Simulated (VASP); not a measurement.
# AlN in VASP: further runs

AlN is run at these levels: PBE; tasks: single point.

Everything below comes from runs of VASP 6.6.1. Logs are shortened: lines on timing, memory, paths and dates and some standing lists are left out, and cuts for length are marked.

### 1 The cell of the first run

The structure is hexagonal, space group P6_3mc (No. 186). Conventional cell: a = 3.130 Å, b = 3.130 Å, c = 5.018 Å, α = 90.00°, β = 90.00°, γ = 120.00°. Al (site symmetry 3m) has 4 N at 1.90 to 1.91 Å within 2.5 Å. Within 2.5 Å of N (site symmetry 3m) lie 4 Al at 1.90 to 1.91 Å.

### 2 Single point, PBE

INCAR

```
SYSTEM = AlN
  PREC = Accurate
  ENCUT = 520
  EDIFF = 1E-6
  ISMEAR = 0
  SIGMA = 0.02
  LREAL = .False.
  LASPH = .True.
  NELM = 100
  ALGO = Normal
  ISIF = 2
  LWAVE = .False.
  LCHARG = .True.
  GGA = PE
  LELF = .True.
  LVHAR = .True.
  NBANDS = 16
```

KPOINTS

```
Automatic mesh
0
Gamma
  12 12 6
  0 0 0
```

POSCAR

```
AlN
1.0
    3.1302084198      0.0000000000      0.0000000000
   -1.5651042099      2.7108400106      0.0000000000
    0.0000000000      0.0000000000      5.0180433220
Al N
2 2
Direct
    0.6666666667      0.3333333333      0.4992342259
    0.3333333333      0.6666666667      0.9992342259
    0.6666666667      0.3333333333      0.8807657741
    0.3333333333      0.6666666667      0.3807657741
```

Potentials or basis: VASP PAW PBE potentials, release 64 (Al, N).

The run is started by

```bash
cat potpaw_PBE.64/Al/POTCAR potpaw_PBE.64/N/POTCAR > POTCAR
mpirun -np 1 vasp_std > vasp.out
```

OUTCAR:

```text
SYSTEM = AlN
   PREC = Accurate
   ENCUT = 520
   EDIFF = 1E-6
   ISMEAR = 0
   LREAL = .False.
   LASPH = .True.
   NELM = 100
   ISIF = 2
   GGA = PE

 ion  position               nearest neighbor table
   1  0.667  0.333  0.499-   4 1.90   4 1.90   4 1.90   3 1.91   2 3.09   2 3.09   2 3.09   2 3.09
                             2 3.09   2 3.09
   2  0.333  0.667  0.999-   3 1.90   3 1.90   3 1.90   4 1.91   1 3.09   1 3.09   1 3.09   1 3.09
                             1 3.09   1 3.09
   3  0.667  0.333  0.881-   2 1.90   2 1.90   2 1.90   1 1.91
   4  0.333  0.667  0.381-   1 1.90   1 1.90   1 1.90   2 1.91

  LATTYP: Found a hexagonal cell.
 ALAT       =     3.1302084198
 C/A-ratio  =     1.6031019820

  Lattice vectors:

 A1 = (   3.1302084198,   0.0000000000,   0.0000000000)
 A2 = (  -1.5651042099,   2.7108400106,   0.0000000000)
 A3 = (   0.0000000000,   0.0000000000,   5.0180433220)

Analysis of symmetry for initial positions (statically):
=====================================================================
 Subroutine PRICEL returns:
 Original cell was already a primitive cell.

 Routine SETGRP: Setting up the symmetry group for a
 hexagonal supercell.

 Subroutine GETGRP returns: Found 12 space group operations
 (whereof  6 operations were pure point group operations)
 out of a pool of 24 trial point group operations.

The static configuration has the point symmetry C_3v.
 The point group associated with its full space group is C_6v.

Analysis of symmetry for dynamics (positions and initial velocities):
=====================================================================
 Subroutine PRICEL returns:
 Original cell was already a primitive cell.

 Routine SETGRP: Setting up the symmetry group for a
 hexagonal supercell.

 Subroutine GETGRP returns: Found 12 space group operations
 (whereof  6 operations were pure point group operations)
 out of a pool of 24 trial point group operations.

The dynamic configuration has the point symmetry C_3v.
 The point group associated with its full space group is C_6v.

 Subroutine INISYM returns: Found 12 space group operations
 (whereof  6 operations are pure point group operations),
 and found     1 'primitive' translations

----------------------------------------------------------------------------------------

                                     Primitive cell

  volume of cell :      42.5806

  direct lattice vectors                    reciprocal lattice vectors
     3.130208420  0.000000000  0.000000000     0.319467545  0.184444673  0.000000000
    -1.565104210  2.710840011  0.000000000     0.000000000  0.368889347  0.000000000
     0.000000000  0.000000000  5.018043322     0.000000000  0.000000000  0.199280862

  length of vectors
     3.130208420  3.130208420  5.018043322     0.368889346  0.368889347  0.199280862

  position of ions in fractional coordinates (direct lattice)
     0.666666667  0.333333333  0.499234226
     0.333333333  0.666666667  0.999234226
     0.666666667  0.333333333  0.880765774
     0.333333333  0.666666667  0.380765774

  ion indices of the primitive-cell ions
   primitive index   ion index
                 1           1
                 2           2
                 3           3
                 4           4

----------------------------------------------------------------------------------------

 KPOINTS: Automatic mesh

Automatic generation of k-mesh.
 Grid dimensions read from file:
 generate k-points for:   12   12    6

 Generating k-lattice:

  Cartesian coordinates                     Fractional coordinates (reciprocal lattice)
     0.026622295  0.015370389  0.000000000     0.083333333 -0.000000000  0.000000000
     0.000000000  0.030740779  0.000000000     0.000000000  0.083333333  0.000000000
     0.000000000  0.000000000  0.033213477     0.000000000  0.000000000  0.166666667

  Length of vectors
     0.030740779  0.030740779  0.033213477

  Shift w.r.t. Gamma in fractional coordinates (k-lattice)
     0.000000000  0.000000000  0.000000000

 Subroutine IBZKPT returns following result:
 ===========================================

 Found     76 irreducible k-points:

 Following reciprocal coordinates:
            Coordinates               Weight
  0.000000  0.000000  0.000000      1.000000
  0.083333 -0.000000  0.000000      6.000000
  0.166667 -0.000000  0.000000      6.000000
  0.250000  0.000000  0.000000      6.000000
  0.333333 -0.000000  0.000000      6.000000
  0.416667  0.000000  0.000000      6.000000
[... 16 lines left out ...]
  0.250000  0.000000  0.166667     12.000000
  0.333333 -0.000000  0.166667     12.000000
 [... further k-points ...]
   k-points           NKPTS =     76   k-points in BZ     NKDIM =     76   number of bands    NBANDS=     16
   number of dos      NEDOS =    301   number of ions     NIONS =      4
   total plane-waves  NPLWV =  23040
   dimension x,y,z NGX =    24 NGY =   24 NGZ =   40
   dimension x,y,z NGXF=    48 NGYF=   48 NGZF=   80
   ions per type =               2   2
   NGX,Y,Z   is equivalent  to a cutoff of  12.75, 12.75, 13.25 a.u.
   NGXF,Y,Z  is equivalent  to a cutoff of  25.49, 25.49, 26.50 a.u.
 SYSTEM =  AlN
   PREC   = accura    normal or accurate (medium, high low for compatibility)
   ISTART =      0    job   : 0-new  1-cont  2-samecut
   ICHARG =      2    charge: 1-file 2-atom 10-const
   ISPIN  =      1    spin polarized calculation?
   LNONCOLLINEAR =      F non collinear calculations
   LSORBIT =      F    spin-orbit coupling
   LASPH  =      T    aspherical Exc in radial PAW
   ENCUT  =  520.0 eV  38.22 Ry    6.18 a.u.   5.82  5.82  9.33*2*pi/ulx,y,z
   NELM   =    100;   NELMIN=  2; NELMDL= -5     # of ELM steps
   EDIFF  = 0.1E-05   stopping-criterion for ELM
   LREAL  =      F    real-space projection
   EDIFFG = 0.1E-04   stopping-criterion for IOM
   NSW    =      0    number of steps for IOM
   IBRION =     -1    ionic relax: 0-MD 1-quasi-New 2-CG
   NFREE  =      0    steps in history (QN), initial steepest desc. (CG)
   ISIF   =      2    stress and relaxation
   ISYM   =      2    0-nonsym 1-usesym 2-fastsym
   POTIM  = 0.5000    time-step for ionic-motion
   TEBEG  =    0.0;   TEEND  =   0.0 temperature during run
   PSTRESS=    0.0 pullay stress
   NELECT =      16.0000    total number of electrons
   NUPDOWN=      -1.0000    fix difference up-down
   EMIN   =  10.00;   EMAX   =-10.00  energy-range for DOS
   EFERMI =   0.00;   METHOD = LEGACY
   ISMEAR =     0;   SIGMA  =   0.02  broadening in eV -4-tet -1-fermi 0-gaus
   EFERMI_NEDOS =   21; number of points for ismear=-14 and -15
   IALGO  =     38    algorithm
   IMIX   =      4    mixing-type and parameters
     AMIX     =   0.40;   BMIX     =  1.00
     AMIX_MAG =   1.60;   BMIX_MAG =  1.00
  volume/ion in A,a.u.               =      10.65        71.84
  Fermi-wavevector in a.u.,A,eV,Ry     =   1.181347  2.232423 18.988043  1.395582
  Thomas-Fermi vector in A             =   2.317623
   LORBIT       =      0    0 simple, 1 ext, 2 COOP (PROOUT), +10 PAW based schemes
   GGA     = PE    functional components
   LHFCALC =     F    Hartree Fock is set to
   AEXX    =    0.0000 exact exchange contribution
   IVDW    =     0    specifies the selected vdW correction
   LEPSILON=     F    determine dielectric tensor
   LRPA    =     F    only Hartree local field effects (RPA)
 non-spin polarized calculation
 Gauss-broadening in eV      SIGMA  =   0.02
  energy-cutoff  :      520.00
  volume of cell :       42.58
 maximum number of plane-waves:      1170
 NGX is ok and might be reduce to    24
   NGX = 11   NGY = 11   NGZ = 19

 number of electron      15.9999998 magnetization

 Free energy of the ion-electron system (eV)
  ---------------------------------------------------
  ext. energy  EPLUGINS =         0.00000000
  ---------------------------------------------------
  free energy    TOTEN  =       -29.78050481 eV

  energy without entropy =      -29.78050481  energy(sigma->0) =      -29.78050481

 E-fermi :   6.1336     XC(G=0): -10.8269

 val. band max:        5.9640657286   @ k =   0.0000   0.0000   0.0000
 cond. band min:      10.0075192598   @ k =   0.0000   0.0000   0.0000
 fundamental gap:      4.0434535312
 Fermi energy:         6.1335908826

 k-point     1 :       0.0000    0.0000    0.0000
  band No.  band energies     occupation
      1      -9.1032      2.00000
      2      -7.0206      2.00000
      3       0.0588      2.00000
      4       5.1190      2.00000
      5       5.1190      2.00000
      6       5.7616      2.00000
[... 8 lines left out ...]
     15      18.9297      0.00000
     16      18.9297      0.00000

 k-point     2 :       0.0833   -0.0000    0.0000
  band No.  band energies     occupation
      1      -9.0166      2.00000
      2      -6.9715      2.00000
      3       0.1626      2.00000
      4       4.7105      2.00000
      5       5.0043      2.00000
      6       5.3463      2.00000
[... 8 lines left out ...]
     15      18.9476      0.00000
     16      19.0074      0.00000

 k-point     3 :       0.1667   -0.0000    0.0000
  band No.  band energies     occupation
      1      -8.7643      2.00000
      2      -6.8374      2.00000
      3       0.4687      2.00000
      4       3.7156      2.00000
      5       4.4746      2.00000
      6       4.7341      2.00000
[... 8 lines left out ...]
     15      18.1898      0.00000
     16      18.6483      0.00000

 k-point     4 :       0.2500    0.0000    0.0000
  band No.  band energies     occupation
      1      -8.3718      2.00000
      2      -6.6600      2.00000
      3       0.9583      2.00000
      4       2.5579      2.00000
      5       3.5216      2.00000
      6       4.4233      2.00000
[... 8 lines left out ...]
     15      17.8727      0.00000
     16      19.1090      0.00000
[... 324 lines left out ...]
 k-point    22 :       0.1667   -0.0000    0.1667
  band No.  band energies     occupation
      1      -8.6654      2.00000
      2      -7.0146      2.00000
      3       0.7606      2.00000
      4       3.7793      2.00000
      5       4.2469      2.00000
      6       4.7904      2.00000
[... 8 lines left out ...]
     15      18.2996      0.00000
     16      18.7482      0.00000

 k-point    23 :       0.2500    0.0000    0.1667
  band No.  band energies     occupation
      1      -8.2802      2.00000
      2      -6.8084      2.00000
      3       1.0982      2.00000
      4       2.7161      2.00000
      5       3.3502      2.00000
      6       4.4884      2.00000
[... 8 lines left out ...]
     15      18.1487      0.00000
     16      19.1649      0.00000

 k-point    24 :       0.3333   -0.0000    0.1667
  band No.  band energies     occupation
      1      -7.8118      2.00000
      2      -6.6202      2.00000
      3       1.1236      2.00000
      4       2.0702      2.00000
      5       2.6719      2.00000
      6       4.2242      2.00000
[... 8 lines left out ...]
     15      18.1875      0.00000
     16      20.0824      0.00000

 [... further k-points ...]

------------------------ aborting loop because EDIFF is reached ----------------------------------------

  FORCE on cell =-STRESS in cart. coord.  units (eV):
  Direction    XX          YY          ZZ          XY          YZ          ZX
  --------------------------------------------------------------------------------------
  -------------------------------------------------------------------------------------
  Total       -0.0725356     -0.0725356     -0.0561175      0.0000000      0.0000000     -0.0000000
  in kB       -2.7292953     -2.7292953     -2.1115313      0.0000000      0.0000000     -0.0000000
  external PRESSURE =      -2.5233740 kB  Pullay stress =       0.0000000 kB

 VOLUME and BASIS-vectors are now :
 -----------------------------------------------------------------------------
  energy-cutoff  :      520.00
  volume of cell :       42.58
      direct lattice vectors                 reciprocal lattice vectors
     3.130208420  0.000000000  0.000000000     0.319467545  0.184444673  0.000000000
    -1.565104210  2.710840011  0.000000000     0.000000000  0.368889347  0.000000000
     0.000000000  0.000000000  5.018043322     0.000000000  0.000000000  0.199280862

 POSITION                                       TOTAL-FORCE (eV/Angst)
 -----------------------------------------------------------------------------------
      1.56510      0.90361      2.50518        -0.000000     -0.000000      0.000297
     -0.00000      1.80723      5.01420         0.000000      0.000000      0.000297
      1.56510      0.90361      4.41972        -0.000000      0.000000     -0.000297
     -0.00000      1.80723      1.91070         0.000000      0.000000     -0.000297
 -----------------------------------------------------------------------------------
    total drift:                               -0.000000     -0.000000      0.000505

  FREE ENERGIE OF THE ION-ELECTRON SYSTEM (eV)
  ---------------------------------------------------
  free  energy   TOTEN  =       -29.7805048132 eV

  energy  without entropy=      -29.7805048132  energy(sigma->0) =      -29.78050481
```

Wall time 59 s (1 thread of Intel Xeon 8259CL, shared host); peak memory 0.18 GiB.

Results:

```
Free energy            : -29.7805 eV
Pressure               : -0.3 GPa
Band gap on the k mesh : 4.04 eV
```

A k mesh can miss the band edges.

### 3 Single point, PBE

INCAR

```
SYSTEM = AlN
ALGO = Normal ; EDIFF = 1E-6
ENCUT = 520 ; GGA = PE
ISIF = 2 ; ISMEAR = 0
LASPH = .True. ; LCHARG = .False.
LREAL = .False. ; LWAVE = .False.
NBANDS = 16 ; NELM = 80
PREC = Accurate ; SIGMA = 0.02
```

KPOINTS

```
k-points
0
Gamma
  12 12 6
  0 0 0
```

Changes to POSCAR since step 2:

```diff
@@ -2,3 +2,3 @@
 1.0
-    3.1302084198      0.0000000000      0.0000000000
+    3.1302084197      0.0000000000      0.0000000000
    -1.5651042099      2.7108400106      0.0000000000
```

Potentials or basis: VASP PAW PBE potentials, release 64 (Al, N).

The run is started by

```bash
cat potpaw_PBE.64/Al/POTCAR potpaw_PBE.64/N/POTCAR > POTCAR
mpirun -np 1 vasp_std > vasp.out
```

Wall time 57 s (1 thread of Intel Xeon 8259CL, shared host); peak memory 0.18 GiB.

It converged, with:

- Free energy: -29.7805 eV
- Pressure: -0.3 GPa
- Band gap on the k mesh: 4.04 eV

Levels at points of the mesh, in eV from the valence-band top:
| k point | band 5 | band 6 | band 7 | band 8 | band 9 | band 10 | band 11 | band 12 |
| --- | --- | --- | --- | --- | --- | --- | --- | --- |
| (0.00, 0.00, 0.00) | -0.85 | -0.20 | -0.20 | 0.00 | 4.04 | 6.51 | 10.46 | 11.03 |
| (0.50, 0.00, 0.00) | -3.29 | -2.05 | -1.74 | -0.68 | 5.76 | 5.76 | 8.02 | 10.14 |
| (0.00, 0.00, 0.50) | -0.53 | -0.53 | -0.53 | -0.53 | 6.31 | 6.31 | 10.17 | 10.17 |
| (0.50, 0.00, 0.50) | -1.44 | -1.44 | -1.35 | -1.35 | 5.25 | 5.25 | 9.14 | 9.14 |

A k mesh can miss the band edges.

### 4 Single point, PBE (shear of c along a, cell held: +1.5 %, then relaxed in part)

INCAR

```
PREC = Accurate ; ENCUT = 520
EDIFF = 1E-6 ; ISMEAR = 0
SIGMA = 0.02 ; LREAL = False
LASPH = True ; NELM = 100
ALGO = Normal ; ISIF = 2
LWAVE = False ; LCHARG = False
GGA = PE ; NBANDS = 16
```

KPOINTS

```
Automatic mesh
0
Gamma
  12 12 6
```

POSCAR

```
AlN
1.0
    3.1302084198      0.0000000000      0.0000000000
   -1.5651042099      2.7108400106      0.0000000000
    0.0752706498      0.0000000000      5.0180433220
Al N
2 2
Direct
    0.6658597176      0.3333480378      0.4992512095
    0.3325116798      0.6666519622      0.9992512095
    0.6674512436      0.3332738846      0.8807487905
    0.3341773590      0.6667261154      0.3807487905
```

The run is started by

```bash
cat potpaw_PBE.64/Al/POTCAR potpaw_PBE.64/N/POTCAR > POTCAR
mpirun -np 1 vasp_std > vasp.out
```

Wall time 3 min (1 thread of Intel Xeon 8259CL, shared host); peak memory 0.26 GiB.

It converged, with:

- Free energy: -29.7772 eV
- Pressure: -0.3 GPa
- Band gap on the k mesh: 4.03 eV

Stress tensor (GPa, compression positive):
```
-0.32  0.00 -1.68
 0.00 -0.27  0.00
-1.68  0.00 -0.18
```

Levels at points of the mesh, in eV from the valence-band top:
```csv
k point,band 6,band 7,band 8,band 9,band 10,band 11
"(0.00, 0.00, 0.00)",-0.22,-0.21,0.00,4.03,6.50,10.44
"(0.50, 0.00, 0.00)",-2.06,-1.75,-0.69,5.74,5.76,8.01
"(0.00, 0.50, 0.00)",-2.06,-1.76,-0.69,5.75,5.75,8.00
"(0.00, 0.00, 0.50)",-0.56,-0.52,-0.52,6.30,6.30,10.15
"(0.50, 0.00, 0.50)",-1.45,-1.42,-1.29,5.19,5.27,9.03
"(0.00, 0.50, 0.50)",-1.46,-1.34,-1.34,5.23,5.23,9.13
```

Caveat: the cell differs from its parent crystal (shear of c along a, cell held: +1.5 %, then relaxed in part). A k mesh can miss the band edges.

### 5 Single point, PBE (shear of c along a, cell held: +3.0 %, then relaxed in part)

INCAR

```
SYSTEM = AlN
PREC = Accurate ; ENCUT = 520
EDIFF = 1E-7 ; ISMEAR = 0
SIGMA = 0.02 ; LREAL = .FALSE.
LASPH = .TRUE. ; NELM = 100
ALGO = Normal ; ISIF = 2
LWAVE = .FALSE. ; LCHARG = .TRUE.
GGA = PE ; LELF = .TRUE.
LVHAR = .TRUE. ; NBANDS = 16
```

KPOINTS

```
regular mesh
0
G
  12 12 6
  0 0 0
```

POSCAR

```
AlN
1.0
    3.1302084198      0.0000000000      0.0000000000
   -1.5651042099      2.7108400106      0.0000000000
    0.1505412997      0.0000000000      5.0180433220
Al N
2 2
Direct
    0.6650525563      0.3333636936      0.4993168801
    0.3316888627      0.6666363064      0.9993168801
    0.6681689766      0.3330793722      0.8806831199
    0.3350896044      0.6669206278      0.3806831199
```

The run is started by

```bash
cat potpaw_PBE.64/Al/POTCAR potpaw_PBE.64/N/POTCAR > POTCAR
mpirun -np 1 vasp_std > vasp.out
```

Wall time 3.4 min (1 thread of Intel Xeon 8259CL, shared host); peak memory 0.26 GiB.

Results (log left out):

```yaml
Free_energy: -29.7671 eV
Pressure: -0.3 GPa
Band_gap_on_the_k_mesh: 4.00 eV
```

Stress tensor (GPa, compression positive):
```
-0.50  0.00 -3.35
 0.00 -0.26  0.00
-3.35  0.00 -0.09
```

Levels at points of the mesh, in eV from the valence-band top:
| k point | band 6 | band 7 | band 8 | band 9 | band 10 | band 11 |
| --- | --- | --- | --- | --- | --- | --- |
| (0.00, 0.00, 0.00) | -0.27 | -0.24 | 0.00 | 4.00 | 6.47 | 10.39 |
| (0.50, 0.00, 0.00) | -2.09 | -1.78 | -0.72 | 5.69 | 5.74 | 7.96 |
| (0.00, 0.50, 0.00) | -2.08 | -1.79 | -0.71 | 5.72 | 5.73 | 7.93 |
| (0.00, 0.00, 0.50) | -0.61 | -0.52 | -0.52 | 6.26 | 6.26 | 10.13 |
| (0.50, 0.00, 0.50) | -1.48 | -1.46 | -1.24 | 5.12 | 5.28 | 8.90 |
| (0.00, 0.50, 0.50) | -1.51 | -1.35 | -1.35 | 5.20 | 5.20 | 9.11 |

Caveat: the cell differs from its parent crystal (shear of c along a, cell held: +3.0 %, then relaxed in part). A k mesh can miss the band edges.

### 6 The runs side by side

| cell | gap on the mesh (eV) | pressure (GPa) |
| --- | --- | --- |
| a = 3.130, b = 3.130, c = 5.018 Å, angles 90.0, 90.0, 120.0°, 4 atoms | 4.04 | -0.3 |
| a = 3.130, b = 3.130, c = 5.019 Å, angles 90.4, 89.1, 120.0°, 4 atoms | 4.03 | -0.3 |
| a = 3.130, b = 3.130, c = 5.020 Å, angles 90.9, 88.3, 120.0°, 4 atoms | 4.00 | -0.3 |

Alike in all rows: task single point; level PBE; potentials or basis VASP PAW PBE potentials, release 64 (Al, N); no spin polarisation; k mesh 12 × 12 × 6; cutoff (eV) 520; smearing gaussian 0.02 eV.

Absolute energies hang on the potentials; compare differences alone.
